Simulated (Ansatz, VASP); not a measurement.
LuH2: VASP beside Ansatz

POSCAR

```
LuH2
1.0
    0.0000000000      2.4945972335      2.4945972335
    2.4945972335      0.0000000000      2.4945972335
    2.4945972335      2.4945972335      0.0000000000
Lu H
1 2
Direct
    0.0000000000      0.0000000000      0.0000000000
    0.2500000000      0.2500000000      0.2500000000
    0.7500000000      0.7500000000      0.7500000000
```

File INCAR.step1:

```
ALGO = Normal ; EDIFF = 1E-4
ENCUT = 520 ; GGA = PE
ISMEAR = -1 ; LASPH = T
LCHARG = F ; LREAL = F
LWAVE = T ; NBANDS = 20
NELM = 60 ; PREC = Accurate
SIGMA = 0.05
```

The input INCAR.step2:

```
ALGO = Normal ; EDIFF = 1E-8
ENCUT = 520 ; ISIF = 2
ISMEAR = -1 ; ISTART = 1
LASPH = T ; LCHARG = F
LEFG = T ; LMIXTAU = T
LREAL = F ; LWAVE = F
METAGGA = R2SCAN ; NBANDS = 20
NELM = 60 ; PREC = Accurate
SIGMA = 0.05
```

The input KPOINTS:

```
k-points
0
Gamma
  10 10 10
```

Input for Ansatz:

```yaml
crystal:
  lattice:
    - [0.0, 2.4945972335, 2.4945972335]
    - [2.4945972335, 0.0, 2.4945972335]
    - [2.4945972335, 2.4945972335, 0.0]
  atoms:
    - { symbol: Lu, position: [0.0, 0.0, 0.0] }
    - { symbol: H, position: [0.25, 0.25, 0.25] }
    - { symbol: H, position: [0.75, 0.75, 0.75] }
kpoints:
  mp_grid: { grid: [10, 10, 10] }
scf:
  occupations: { method: fermi_dirac, width: 0.05 }
hamiltonian:
  xc: r2scan
  pseudopotentials: { kind: all_electron, datasets: crystal }
output:
  forces: true
  stress: true
  eigenvalues: true
  efg: { contact_densities: true }
```

Change from the starting cell: shortest bond scaled by 1, crystal datasets.

Alike in both runs: task electric field gradients; functional r2SCAN; k mesh 10 × 10 × 10; occupations fermi-dirac, width 0.05 eV; no spin polarisation.

```csv
,VASP,Ansatz
version,VASP 6.6.1,Ansatz 0.2.0
potentials or method,"VASP PAW PBE potentials, release 64 (Lu, H), cutoff 520 eV","all-electron PAW with datasets made for the crystal, scalar-relativistic"
```

|  | VASP | Ansatz | Ansatz less VASP |
| --- | --- | --- | --- |
| pressure (GPa) | 0.9 | 0.2 | -0.70 |

VASP's potentials were made for PBE, not for r2SCAN. Ansatz ran all-electron here, and VASP with PAW potentials.

Spin-orbit coupling is off throughout.
